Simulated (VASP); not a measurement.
Input of a VASP 6.6.1 run:

File INCAR:

```
ALGO = Normal ; EDIFF = 1E-6
ENCUT = 500 ; GGA = PE
GGA_COMPAT = False ; ISIF = 2
ISMEAR = 0 ; LASPH = True
LCHARG = False ; LREAL = False
LWAVE = False ; NBANDS = 26
NELM = 120 ; PREC = Accurate
SIGMA = 0.15
```

The input KPOINTS:

```
k-points
0
Gamma
  3 3 2
```

POSCAR

```
GaAsSe3
1.0
    3.8542763577     -0.0000000023      0.0000000000
   -1.9271381768      3.3379012401      0.0000000000
    0.0000000000      0.0000000000      9.3064046076
Ga As Se
1 1 3
Direct
    0.6666666667      0.3333333333      0.1861293013
    0.3333333333      0.6666666667      0.8205915547
    0.0000000000      0.0000000000      0.0044246342
    0.3333333333      0.6666666667      0.3159992008
    0.6666666667      0.3333333333      0.6728553090
```

Potentials or basis: VASP PAW PBE potentials, release 64 (Ga_d, As, Se).

Command:

```sh
$ cat potpaw_PBE.64/Ga_d/POTCAR potpaw_PBE.64/As/POTCAR potpaw_PBE.64/Se/POTCAR > POTCAR
$ mpirun -np 1 vasp_std > vasp.out
```

(1) Estimate the band gap on the k mesh.

(2) Predict the largest force.

(3) Predict the pressure.

## Answers

(1) 0.49 eV, indirect (least direct gap 1.05 eV).

(2) 0.033 eV/Å.

(3) 0.3 GPa.

Caveat: the k points lie up to 0.63 Å⁻¹ apart; this functional lacks dispersion, which binds the layers, so the pressure and a relaxed spacing across them are unreliable.
